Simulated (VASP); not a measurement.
# BPt16 (a cell with a defect) in VASP: notebook

The runs below take BPt16 (a cell with a defect) through single point, with PBE.

Program: VASP 6.6.1. These are calculated values, not measurements. Logs are shortened: lines on timing, memory, paths and dates and some standing lists are left out, and cuts for length are marked.

## (1) The cell of the first run

The cell holds a defect, 17 atoms: a = 7.055 Å, b = 7.055 Å, c = 7.055 Å, α = 109.47°, β = 109.47°, γ = 109.47°.

## (2) Single point, PBE

The input, INCAR:

```
ALGO     = Normal         # electronic algorithm
EDIFF    = 1E-7           # SCF threshold, eV
ENCUT    = 520            # plane-wave cutoff, eV
GGA      = PE             # functional
ISIF     = 2              # what is computed and relaxed
ISMEAR   = -1             # smearing method
LASPH    = True           # aspherical terms in the spheres
LCHARG   = True           # write CHGCAR
LELF     = True           # ELF
LREAL    = Auto         
LVHAR    = True         
LWAVE    = False          # write WAVECAR
NBANDS   = 96             # bands
NELM     = 100            # most SCF steps
PREC     = Accurate       # precision mode
SIGMA    = 1.0            # smearing width, eV
```

The input, KPOINTS:

```
k-points
0
Gamma
  3 3 3
```

The input, POSCAR:

```
BPt16
1.0
   -4.0729267900      4.0729267900      4.0729267900
    4.0729267900     -4.0729267900      4.0729267900
    4.0729267900      4.0729267900     -4.0729267900
Pt B
16 1
Direct
   -0.0115091683     -0.0078642464     -0.0081409516
    0.0110059675      0.2669087995      0.7615780150
   -0.0189708787      0.5031715780      0.5028995378
    0.0109249447      0.7621859317      0.2669765640
    0.2469889718     -0.0019994221      0.7395704994
    0.2485172340      0.2583653118      0.5026040500
    0.2480678029      0.5029488880      0.2577571496
    0.2472580657      0.7399402580     -0.0022179382
    0.4981702605      0.0139170191      0.5027335637
    0.4612146490      0.2052646765      0.2048456903
    0.4981960405      0.5030019211      0.0134532249
    0.4938532175      0.7472288742      0.7469254069
    0.7519510313      0.0078937093      0.2434188119
    0.7517402492      0.2433860344      0.0075340171
    0.7594228081      0.5025625565      0.8029832522
    0.7586003037      0.8026560919      0.5021180359
    0.6569477278      0.5047811085      0.5049271951
```

Potentials or basis: VASP PAW PBE potentials, release 64 (Pt, B).

The run is started by

```
$ cat potpaw_PBE.64/Pt/POTCAR potpaw_PBE.64/B/POTCAR > POTCAR
$ mpirun -np 1 vasp_std > vasp.out
```

OUTCAR:

```text
EDIFF = 1E-7
   ENCUT = 520
   GGA = PE
   ISIF = 2
   ISMEAR = -1
   LASPH = True
   LREAL = Auto
   NELM = 100
   PREC = Accurate

 ion  position               nearest neighbor table
   1  0.988  0.992  0.992-  10 2.73  14 2.81  13 2.81  15 2.84  16 2.84  12 2.85   2 2.91   4 2.91
                             5 2.94   6 2.94   7 2.94   8 2.94
   2  0.011  0.267  0.762-  16 2.68   8 2.72  11 2.81  15 2.83   3 2.86   7 2.86   6 2.86   5 2.91
                             1 2.91  14 2.91   9 2.95  13 2.98
   3  0.981  0.503  0.503-  17 2.29   5 2.86   8 2.86   4 2.86   2 2.86  13 2.86  14 2.86   7 2.95
                             6 2.95  12 2.96  10 3.01  15 3.02  16 3.02
   4  0.011  0.762  0.267-  15 2.68   5 2.72   9 2.81  16 2.83   3 2.86   6 2.86   7 2.86  13 2.91
                             1 2.91   8 2.91  11 2.95  14 2.99
   5  0.247  0.998  0.740-  10 2.69   4 2.72   9 2.81  16 2.83   3 2.86   6 2.87  12 2.87  14 2.91
                             2 2.91  11 2.91   1 2.94   8 2.97
   6  0.249  0.258  0.503-  12 2.82  17 2.82   7 2.82   9 2.85   4 2.86   2 2.86  13 2.86   5 2.87
                             1 2.94  11 2.94   3 2.95  10 2.96  15 2.96
   7  0.248  0.503  0.258-  12 2.82   6 2.82  17 2.82  11 2.85   2 2.86  14 2.86   4 2.86   8 2.86
                             1 2.94   9 2.94   3 2.95  10 2.96  16 2.96
   8  0.247  0.740  0.998-  10 2.69   2 2.72  11 2.81  15 2.83   3 2.86   7 2.86  12 2.87  13 2.91
                             9 2.91   4 2.91   1 2.94   5 2.97
   9  0.498  0.014  0.503-  16 2.72   4 2.81   5 2.81  15 2.84  10 2.84   6 2.85  14 2.91   8 2.91
                            12 2.94   7 2.94   2 2.95  13 2.96
  10  0.461  0.205  0.205-  17 1.99   5 2.69   8 2.69   1 2.73  14 2.83  13 2.83  11 2.84   9 2.84
                             6 2.96   7 2.96   3 3.01  16 3.44  15 3.45
  11  0.498  0.503  0.013-  15 2.72   2 2.81   8 2.81  16 2.84  10 2.84   7 2.85  13 2.91   5 2.91
                            12 2.94   6 2.94   4 2.95  14 2.96
  12  0.494  0.747  0.747-  17 2.80   6 2.82   7 2.82   1 2.85  14 2.86  13 2.86   8 2.87   5 2.87
                            11 2.94   9 2.94   3 2.96  16 2.96  15 2.96
  13  0.752  0.008  0.243-  16 2.68  14 2.72   1 2.81  10 2.83   3 2.86   6 2.86  12 2.86   8 2.91
                             4 2.91  11 2.91   9 2.96   2 2.98
  14  0.752  0.243  0.008-  15 2.68  13 2.72   1 2.81  10 2.83   3 2.86  12 2.86   7 2.86   5 2.91
                             9 2.91   2 2.91  11 2.96   4 2.99
  15  0.759  0.503  0.803-  17 1.99  14 2.68   4 2.68  11 2.72   2 2.83   8 2.83   9 2.84   1 2.84
                            12 2.96   6 2.96   3 3.02  10 3.45  16 3.46
  16  0.759  0.803  0.502-  17 1.99  13 2.68   2 2.68   9 2.72   4 2.83   5 2.83  11 2.84   1 2.84
                            12 2.96   7 2.96   3 3.02  10 3.44  15 3.46
  17  0.657  0.505  0.505-  15 1.99  16 1.99  10 1.99   3 2.29  12 2.80   6 2.82   7 2.82

  LATTYP: Found a body centered cubic cell.
 ALAT       =     8.1458535800

  Lattice vectors:

 A1 = (  -4.0729267900,   4.0729267900,   4.0729267900)
 A2 = (   4.0729267900,  -4.0729267900,   4.0729267900)
 A3 = (   4.0729267900,   4.0729267900,  -4.0729267900)

Analysis of symmetry for initial positions (statically):
=====================================================================
 Subroutine PRICEL returns:
 Original cell was already a primitive cell.

 Routine SETGRP: Setting up the symmetry group for a
 body centered cubic supercell.

 Subroutine GETGRP returns: Found  1 space group operations
 (whereof  1 operations were pure point group operations)
 out of a pool of 48 trial point group operations.

The static configuration has the point symmetry C_1 .

Analysis of symmetry for dynamics (positions and initial velocities):
=====================================================================
 Subroutine PRICEL returns:
 Original cell was already a primitive cell.

 Routine SETGRP: Setting up the symmetry group for a
 body centered cubic supercell.

 Subroutine GETGRP returns: Found  1 space group operations
 (whereof  1 operations were pure point group operations)
 out of a pool of 48 trial point group operations.

The dynamic configuration has the point symmetry C_1 .

 Subroutine INISYM returns: Found  1 space group operations
 (whereof  1 operations are pure point group operations),
 and found     1 'primitive' translations

----------------------------------------------------------------------------------------

                                     Primitive cell

  volume of cell :     270.2588

  direct lattice vectors                    reciprocal lattice vectors
    -4.072926790  4.072926790  4.072926790     0.000000000  0.122761843  0.122761843
     4.072926790 -4.072926790  4.072926790     0.122761843  0.000000000  0.122761843
     4.072926790  4.072926790 -4.072926790     0.122761843  0.122761843  0.000000000
[... 63 lines left out ...]

 Subroutine IBZKPT returns following result:
 ===========================================

 Found     14 irreducible k-points:

 Following reciprocal coordinates:
            Coordinates               Weight
  0.000000  0.000000  0.000000      1.000000
  0.333333  0.000000  0.000000      2.000000
  0.000000  0.333333  0.000000      2.000000
  0.000000  0.000000  0.333333      2.000000
  0.333333  0.000000 -0.333333      2.000000
  0.333333 -0.333333  0.000000      2.000000
  0.000000  0.333333 -0.333333      2.000000
  0.333333  0.333333  0.000000      2.000000
  0.000000  0.333333  0.333333      2.000000
  0.333333  0.000000  0.333333      2.000000
 -0.333333 -0.333333 -0.333333      2.000000
 -0.333333  0.333333  0.333333      2.000000
  0.333333 -0.333333  0.333333      2.000000
  0.333333  0.333333 -0.333333      2.000000
   k-points           NKPTS =     14   k-points in BZ     NKDIM =     14   number of bands    NBANDS=     96
   number of dos      NEDOS =    301   number of ions     NIONS =     17
   total plane-waves  NPLWV = 157464
   dimension x,y,z NGX =    54 NGY =   54 NGZ =   54
   dimension x,y,z NGXF=   108 NGYF=  108 NGZF=  108
   ions per type =              16   1
   NGX,Y,Z   is equivalent  to a cutoff of  12.73, 12.73, 12.73 a.u.
   NGXF,Y,Z  is equivalent  to a cutoff of  25.45, 25.45, 25.45 a.u.
 SYSTEM =  unknown system
   PREC   = accura    normal or accurate (medium, high low for compatibility)
   ISTART =      0    job   : 0-new  1-cont  2-samecut
   ICHARG =      2    charge: 1-file 2-atom 10-const
   ISPIN  =      1    spin polarized calculation?
   LNONCOLLINEAR =      F non collinear calculations
   LSORBIT =      F    spin-orbit coupling
   LASPH  =      T    aspherical Exc in radial PAW
   ENCUT  =  520.0 eV  38.22 Ry    6.18 a.u.  13.12 13.12 13.12*2*pi/ulx,y,z
   NELM   =    100;   NELMIN=  2; NELMDL= -5     # of ELM steps
   EDIFF  = 0.1E-06   stopping-criterion for ELM
   LREAL  =      T    real-space projection
   EDIFFG = 0.1E-05   stopping-criterion for IOM
   NSW    =      0    number of steps for IOM
   IBRION =     -1    ionic relax: 0-MD 1-quasi-New 2-CG
   NFREE  =      0    steps in history (QN), initial steepest desc. (CG)
   ISIF   =      2    stress and relaxation
   ISYM   =      2    0-nonsym 1-usesym 2-fastsym
   POTIM  = 0.5000    time-step for ionic-motion
   TEBEG  =    0.0;   TEEND  =   0.0 temperature during run
   PSTRESS=    0.0 pullay stress
   NELECT =     163.0000    total number of electrons
   NUPDOWN=      -1.0000    fix difference up-down
   EMIN   =  10.00;   EMAX   =-10.00  energy-range for DOS
   EFERMI =   0.00;   METHOD = LEGACY
   ISMEAR =    -1;   SIGMA  =   1.00  broadening in eV -4-tet -1-fermi 0-gaus
   EFERMI_NEDOS =   21; number of points for ismear=-14 and -15
   IALGO  =     38    algorithm
   IMIX   =      4    mixing-type and parameters
     AMIX     =   0.40;   BMIX     =  1.00
     AMIX_MAG =   1.60;   BMIX_MAG =  1.00
  volume/ion in A,a.u.               =      15.90       107.28
  Fermi-wavevector in a.u.,A,eV,Ry     =   1.383176  2.613824 26.030336  1.913176
  Thomas-Fermi vector in A             =   2.507798
   LORBIT       =      0    0 simple, 1 ext, 2 COOP (PROOUT), +10 PAW based schemes
   GGA     = PE    functional components
   LHFCALC =     F    Hartree Fock is set to
   AEXX    =    0.0000 exact exchange contribution
   IVDW    =     0    specifies the selected vdW correction
   LEPSILON=     F    determine dielectric tensor
   LRPA    =     F    only Hartree local field effects (RPA)
 non-spin polarized calculation
  energy-cutoff  :      520.00
  volume of cell :      270.26
 maximum number of plane-waves:      7296
 NGX is ok and might be reduce to    54
   NGX = 27   NGY = 27   NGZ = 27

 number of electron     163.0000002 magnetization

 Free energy of the ion-electron system (eV)
  ---------------------------------------------------
  ext. energy  EPLUGINS =         0.00000000
  ---------------------------------------------------
  free energy    TOTEN  =      -128.09941038 eV

  energy without entropy =      -85.12472361  energy(sigma->0) =     -106.61206700

 E-fermi :  10.3542     XC(G=0): -12.9402

 val. band max:       10.3323969157   @ k =   0.0000   0.0000   0.0000
 cond. band min:      10.3849548649   @ k =  -0.3333   0.3333   0.3333
 fundamental gap:      0.0525579491
 Fermi energy:        10.3542039366

 k-point     1 :       0.0000    0.0000    0.0000
  band No.  band energies     occupation
      1      -0.2993      1.99995
      2       1.9032      1.99957
      3       3.0828      1.99861
      4       3.2578      1.99835
      5       3.2609      1.99834
      6       3.7046      1.99741
[... 1333 lines left out ...]
     92      12.9140      0.14355
     93      13.4304      0.08820
 [bands above 93 left out]

------------------------ aborting loop because EDIFF is reached ----------------------------------------

  FORCE on cell =-STRESS in cart. coord.  units (eV):
  Direction    XX          YY          ZZ          XY          YZ          ZX
  --------------------------------------------------------------------------------------
  -------------------------------------------------------------------------------------
  Total       12.8916402     13.0958941     13.0409879      3.7119167     -3.8825595      3.6974659
  in kB       76.4256171     77.6364976     77.3109966     22.0053864    -23.0170096     21.9197177
  external PRESSURE =      77.1243705 kB  Pullay stress =       0.0000000 kB

 VOLUME and BASIS-vectors are now :
 -----------------------------------------------------------------------------
  energy-cutoff  :      520.00
  volume of cell :      270.26
      direct lattice vectors                 reciprocal lattice vectors
    -4.072926790  4.072926790  4.072926790     0.000000000  0.122761843  0.122761843
     4.072926790 -4.072926790  4.072926790     0.122761843  0.000000000  0.122761843
     4.072926790  4.072926790 -4.072926790     0.122761843  0.122761843  0.000000000

 POSITION                                       TOTAL-FORCE (eV/Angst)
 -----------------------------------------------------------------------------------
      4.05461      4.02492      4.02718         0.000441     -0.005491     -0.007412
      4.14413      2.05958     -1.96993         0.005476     -0.002625      0.000965
      0.10199      3.99455      3.99677        -0.025799      0.028745      0.029904
      4.14721     -1.97246      2.06145         0.003139      0.002107     -0.001097
      6.07103     -0.04660      2.05853        -0.001295      0.001018      0.008588
      2.08718      2.00696      0.01743        -0.006945      0.010723     -0.008401
[... 9 lines left out ...]
      2.22453      1.86565      4.31379         0.034890     -0.014371      0.039658
      1.43677      2.67630      2.67511        -0.015491     -0.023301     -0.018588
 -----------------------------------------------------------------------------------
    total drift:                                0.021925      0.005976      0.005984

  FREE ENERGIE OF THE ION-ELECTRON SYSTEM (eV)
  ---------------------------------------------------
  free  energy   TOTEN  =      -128.0994103833 eV

  energy  without entropy=      -85.1247236118  energy(sigma->0) =     -106.61206700
```

It took 20 min on 1 thread of Intel Xeon Platinum 8375C at 2.90GHz (Ice Lake), shared host; peak memory 0.52 GiB.

What came out:

```
Free energy   : -128.0994 eV
Pressure      : 7.7 GPa
Largest force : 0.064 eV/Å
```

Forces on the atoms (eV/Å):
```
Pt   0.000 -0.005 -0.007
Pt   0.005 -0.003  0.001
Pt  -0.026  0.029  0.030
Pt   0.003  0.002 -0.001
Pt  -0.001  0.001  0.009
Pt  -0.007  0.011 -0.008
Pt  -0.009 -0.004  0.009
Pt  -0.001  0.007  0.001
Pt  -0.001  0.001  0.001
Pt  -0.027 -0.040 -0.042
Pt   0.000  0.002  0.002
Pt   0.010  0.001  0.004
Pt  -0.001  0.003 -0.005
Pt   0.000 -0.003  0.003
Pt   0.036  0.036 -0.018
Pt   0.035 -0.014  0.040
B   -0.015 -0.023 -0.019
```

Stress tensor (GPa, compression positive):
```
 7.64  2.20  2.19
 2.20  7.76 -2.30
 2.19 -2.30  7.73
```

Levels at points of the mesh, in eV from the Fermi level:
```tsv
k point	band 84	band 85	band 86	band 87	band 88	band 89
(0.00, 0.00, 0.00)	0.12	0.37	0.42	0.43	0.61	0.66
```

Caveat: the k points lie up to 0.36 Å⁻¹ apart; spin-orbit coupling is left out, which moves the levels of the heavy elements.

## (3) Single point, PBE

The input, INCAR:

```
SYSTEM = BPt16
PREC = Accurate
ENCUT = 520
EDIFF = 1E-6
ISMEAR = -1
SIGMA = 1.0
LREAL = Auto
LASPH = .True.
NELM = 100
ALGO = Normal
ISIF = 2
LWAVE = .False.
LCHARG = .False.
GGA = PE
NBANDS = 96
```

The input, KPOINTS:

```
Automatic mesh
0
Gamma
  3 3 3
  0 0 0
```

The input, POSCAR:

```
BPt16
1.0
   -4.0729267900      4.0729267900      4.0729267900
    4.0729267900     -4.0729267900      4.0729267900
    4.0729267900      4.0729267900     -4.0729267900
Pt B
16 1
Direct
   -0.0012855620      0.0029995629      0.0027513384
   -0.0030264477      0.2599871185      0.7521902941
    0.0300053270      0.4849221707      0.4846421509
   -0.0030593479      0.7524178946      0.2596792318
    0.2429213809     -0.0011630457      0.7527908450
    0.2510230487      0.2415489035      0.5004269915
    0.2510809923      0.5007207606      0.2413319833
    0.2428442864      0.7530294941     -0.0015089886
    0.4878035139      0.0038010750      0.4994537356
    0.5040074634      0.2593901277      0.2591299953
    0.4878501634      0.4997931721      0.0036276125
    0.5067254106      0.7546897252      0.7544347489
    0.7431210174      0.0044183215      0.2434305970
    0.7431653344      0.2436805401      0.0041682556
    0.7325488902      0.4884259164      0.7807569750
    0.7326873656      0.7811029179      0.4882871956
    0.8867755759      0.6360240764      0.6358171000
```

Potentials or basis: VASP PAW PBE potentials, release 64 (Pt, B).

The run is started by

```
$ cat potpaw_PBE.64/Pt/POTCAR potpaw_PBE.64/B/POTCAR > POTCAR
$ mpirun -np 1 vasp_std > vasp.out
```

Run time: 20 min. Hardware: 1 thread of Intel Xeon Platinum 8259CL at 2.50GHz (Skylake/Cascade Lake), shared host; peak memory 0.52 GiB.

Results (log left out):

* Free energy: -128.2188 eV
* Pressure: 7.2 GPa
* Largest force: 0.967 eV/Å

Forces in eV/Å, atoms in the order of the input:
```
Pt  -0.045  0.000  0.002
Pt  -0.045 -0.033 -0.033
Pt  -0.142 -0.069 -0.071
Pt  -0.044 -0.033 -0.034
Pt  -0.009  0.005 -0.033
Pt  -0.041 -0.043 -0.052
Pt  -0.041 -0.052 -0.043
Pt  -0.009 -0.033  0.004
Pt  -0.033 -0.048 -0.035
Pt   0.110  0.125  0.126
Pt  -0.033 -0.035 -0.047
Pt  -0.051 -0.057 -0.056
Pt  -0.059 -0.045 -0.027
Pt  -0.058 -0.027 -0.045
Pt  -0.049 -0.038 -0.154
Pt  -0.049 -0.153 -0.039
B    0.599  0.537  0.537
```

Stress tensor (GPa, compression positive):
```
 7.37 -2.11 -2.11
-2.11  7.06 -1.88
-2.11 -1.88  7.07
```

Levels at points of the mesh, in eV from the Fermi level:
| k point | band 82 | band 83 | band 84 | band 85 | band 86 | band 87 | band 88 | band 89 | band 90 | band 91 |
| --- | --- | --- | --- | --- | --- | --- | --- | --- | --- | --- |
| (0.00, 0.00, 0.00) | 0.05 | 0.06 | 0.07 | 0.35 | 0.45 | 0.47 | 0.65 | 0.66 | 0.67 | 0.72 |

Caveat: the k points lie up to 0.36 Å⁻¹ apart; spin-orbit coupling is left out, which moves the levels of the heavy elements.
